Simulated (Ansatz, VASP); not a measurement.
## One calculation of Ba, two programs

```
Ba
1.0
    -2.35259    2.35259    2.82311
     2.35259   -2.35259    2.82311
     2.35259    2.35259   -2.82311
Ba
1
Direct
  0.00000 0.00000 0.00000
```

Alike in both runs: task single point; functional PBE; k mesh 16 × 16 × 16; occupations gaussian, width 0.15 eV; no spin polarisation.

```csv
,VASP,Ansatz
version,VASP 6.6.1,Ansatz 0.2.0
potentials or method,"VASP PAW PBE potentials, release 64 (Ba_sv), cutoff 520 eV","scalar-relativistic, plane waves, PAW"
valence electrons in the cell,10,10
```

```tsv
	VASP	Ansatz	Ansatz less VASP
gap on the k mesh at the Fermi level (eV)	none	none	-
pressure (GPa)	0.2	0.2	-0.06
traceless stress, the component that is largest in VASP (GPa)	-0.20	-0.20	0.000
```

A gap of «none» marks a metal or a gap that the smearing closes. The functional is the same, so the differences come from potentials, cutoffs and numerics.

Spin-orbit coupling is off throughout.
